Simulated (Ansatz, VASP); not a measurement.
Two plane-wave programs on RbCl

```
CELL_PARAMETERS angstrom
0.00000 3.27400 3.27400
3.27400 0.00000 3.27400
3.27400 3.27400 0.00000
ATOMIC_POSITIONS crystal
Rb 0.00000 0.00000 0.00000
Cl 0.50000 0.50000 0.50000
```

Alike in both runs: task relaxation of cell and atoms; functional PBEsol; k mesh 8 × 8 × 8; occupations fermi-dirac, width 0.02 eV; no spin polarisation.

|  | VASP | Ansatz |
| --- | --- | --- |
| version | VASP 6.6.1 | Ansatz 0.2.0 |
| potentials or method | VASP PAW PBE potentials, release 64 (Rb_sv, Cl), cutoff 500 eV | PAW plane waves |
| valence electrons in the cell | 16 | 16 |

```tsv
	VASP	Ansatz	Ansatz less VASP
gap on the k mesh at the Fermi level, each at its own relaxed structure (eV)	4.89	4.89	+0.004
relaxed volume (Å³/atom)	35.09	35.09	0.000
relaxed cell length with the largest relative difference (Å)	4.630	4.630	0.0000
```

VASP's potentials were made for PBE, not for PBEsol.

Noted on VASP's run: the relaxation stopped at its first step, so nothing moved.
